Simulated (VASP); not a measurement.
A run of VASP 6.6.1 is set up as follows.

File INCAR:

```
SYSTEM = Be
ALGO = Normal
EDIFF = 1E-7
ENCUT = 520
GGA = PS
ISIF = 2
ISMEAR = 0
LASPH = .True.
LCHARG = .False.
LREAL = .False.
LWAVE = .False.
NBANDS = 7
NELM = 60
PREC = Accurate
SIGMA = 0.1
```

File KPOINTS:

```
k-points
0
Gamma
  30 30 30
  0 0 0
```

The input POSCAR:

```
Be
1.0
    0.0000000000      1.5731718785      1.5731718785
    1.5731718785      0.0000000000      1.5731718785
    1.5731718785      1.5731718785      0.0000000000
Be
1
Direct
    0.0000000000      0.0000000000      0.0000000000
```

Potentials or basis: VASP PAW PBE potentials, release 64 (Be).

Command:

```bash
$ cat potpaw_PBE.64/Be/POTCAR > POTCAR
$ mpirun -np 1 vasp_std > vasp.out
```

(1) What does it give for the pressure?

(2) Estimate the band gap on the k mesh.

Answers

(1) 0.4 GPa.

(2) zero (bands 1 and 2 overlap by 0.71 eV).

Caveat: the PAW data sets were made with another functional, which shifts forces and pressure a little.
